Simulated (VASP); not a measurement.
Here is a VASP 6.6.1 calculation.

INCAR

```
SYSTEM = La
PREC     = Accurate       ! precision mode
ENCUT    = 500            ! plane-wave cutoff, eV
EDIFF    = 1E-7           ! SCF threshold, eV
ISMEAR   = 1              ! smearing method
SIGMA    = 0.1            ! smearing width, eV
LREAL    = .False.        ! projectors in reciprocal space
LASPH    = .True.         ! aspherical terms in the spheres
NELM     = 200            ! most SCF steps
ALGO     = Normal         ! electronic algorithm
ISIF     = 3              ! what is computed and relaxed
LWAVE    = .False.        ! write WAVECAR
LCHARG   = .False.        ! write CHGCAR
GGA      = PS             ! functional
IBRION   = 2              ! ionic algorithm
NSW      = 80             ! ionic steps
EDIFFG   = -0.03          ! ionic threshold
PSTRESS  = 200.0        
GGA_COMPAT= .False.      
NELMIN   = 4            
LMAXMIX  = 6              ! l up to which the mixer works
```

Contents of KPOINTS:

```
regular mesh
0
Gamma
  6 6 6
  0 0 0
```

The input POSCAR:

```
La
1.0
   -2.1050000000      2.1050000000      2.1050000000
    2.1050000000     -2.1050000000      2.1050000000
    2.1050000000      2.1050000000     -2.1050000000
La
1
Direct
    0.0000000000      0.0000000000      0.0000000000
```

Potentials or basis: VASP PAW PBE potentials, release 64 (La).

Launch:

```console
$ cat potpaw_PBE.64/La/POTCAR > POTCAR
$ mpirun -np 1 vasp_std > vasp.out
```

(1) Predict the relaxed cell.

(2) Predict the relaxed volume.

## Answers

(1) a = 3.110 Å, b = 3.110 Å, c = 3.110 Å, α = 109.47°, β = 109.47°, γ = 109.47°.

(2) 23.15 Å³/atom.

Caveat: the cell is relaxed towards a set pressure, so the run minimises the enthalpy, not the energy; the volume moved by over 15 % at a fixed basis, so the end points are rough; the PAW data sets were made with another functional, which shifts forces and pressure a little.
